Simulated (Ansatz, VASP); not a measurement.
One calculation of Ag, two programs

The input POSCAR:

```
Ag
1.0
    2.8901794065      0.0000000000      0.0000000000
   -1.4450897032      2.5029687875      0.0000000000
    0.0000000000      0.0000000000      4.7249039000
Ag
2
Direct
    0.3333333333      0.6666666667      0.2500000000
    0.6666666667      0.3333333333      0.7500000000
```

Contents of INCAR.step1:

```
  ALGO = Normal
  EDIFF = 1E-4
  ENCUT = 520
  GGA = PE
  ISMEAR = 0
  LASPH = T
  LCHARG = F
  LREAL = F
  LWAVE = T
  NBANDS = 18
  NELM = 60
  PREC = Accurate
  SIGMA = 0.1
```

The input INCAR.step2:

```
  ALGO = Normal
  EDIFF = 1E-7
  ENCUT = 520
  ISIF = 2
  ISMEAR = 0
  ISTART = 1
  LASPH = T
  LCHARG = T
  LELF = T
  LMIXTAU = T
  LREAL = F
  LVHAR = T
  LWAVE = F
  METAGGA = R2SCAN
  NBANDS = 18
  NELM = 60
  PREC = Accurate
  SIGMA = 0.1
```

KPOINTS

```
k-points
0
Gamma
  18 18 10
```

Input for Ansatz:

```yaml
crystal:
  lattice:
    - [2.8901794065, 0.0, 0.0]
    - [-1.4450897032, 2.5029687875, 0.0]
    - [0.0, 0.0, 4.7249039]
  atoms:
    - { symbol: Ag, position: [0.3333333333, 0.6666666667, 0.25] }
    - { symbol: Ag, position: [0.6666666667, 0.3333333333, 0.75] }
basis:
  ecutwfc: 500
kpoints:
  mp_grid: { grid: [18, 18, 10] }
hamiltonian:
  xc: r2scan
scf:
  occupations: { method: gaussian, width: 0.1 }
output:
  forces: true
  stress: true
  eigenvalues: true
```

Alike in both runs: task single point; functional r2SCAN; k mesh 18 × 18 × 10; occupations gaussian, width 0.1 eV; no spin polarisation.

```csv
,VASP,Ansatz
version,VASP 6.6.1,Ansatz 0.2.0
potentials or method,"VASP PAW PBE potentials, release 64 (Ag), cutoff 520 eV","scalar-relativistic, plane waves, PAW"
valence electrons in the cell,22,38
```

VASP gave:

- gap on the k mesh at the Fermi level (eV): none
- pressure (GPa): 1.6

Question: What did Ansatz give for the same quantities?

Answer: gap on the k mesh at the Fermi level (eV): none; pressure (GPa): 1.5.

VASP's potentials were made for PBE, not for r2SCAN. A gap of «none» marks a metal or a gap that the smearing closes. With one functional, cell and mesh, what is left measures potentials, basis and numerics. VASP's potentials hold 22 valence electrons a cell and Ansatz's 38, so a difference there can come from the potentials and not from the codes.
